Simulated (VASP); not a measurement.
Ni, 1 atom in the cell. Symmetry: Im-3m, No. 229, cubic system. The conventional cell has a = 2.749 Å, b = 2.749 Å, c = 2.749 Å, α = 90.00°, β = 90.00°, γ = 90.00°. Ni (site symmetry m-3m) has 14 Ni at 2.38 to 2.75 Å within 3.1 Å. 

| Quantity | Value |
| --- | --- |
| Program | VASP 6.6.1 |
| Task | single point |
| Functional | PBEsol |
| Potentials or basis | VASP PAW PBE potentials, release 64 (Ni) |
| Cutoff | 520 eV |
| k mesh | 13 × 13 × 13 |
| Occupations | fermi-dirac, width 0.05 eV |
| Spin | collinear spin, ferromagnetic start |
| Starting moments | [1.0] μB |
| Dipole correction | no |
| Further INCAR settings | ALGO = Normal; EDIFF = 1e-06; NBANDS = 15 |

Potentials or basis: VASP PAW PBE potentials, release 64 (Ni).

The run is started by

```bash
$ cat potpaw_PBE.64/Ni/POTCAR > POTCAR
$ mpirun -np 1 vasp_std > vasp.out
```

Hardware: 1 thread of AMD EPYC 9R45 96-Core Processor (Zen 5) (shared host).

Estimate the wall time of this run.

It took 14 s on 1 thread of AMD EPYC 9R45 96-Core Processor (Zen 5), with other jobs on the host, peak memory 0.11 GiB. Counts: scf iterations 13, k points 84.
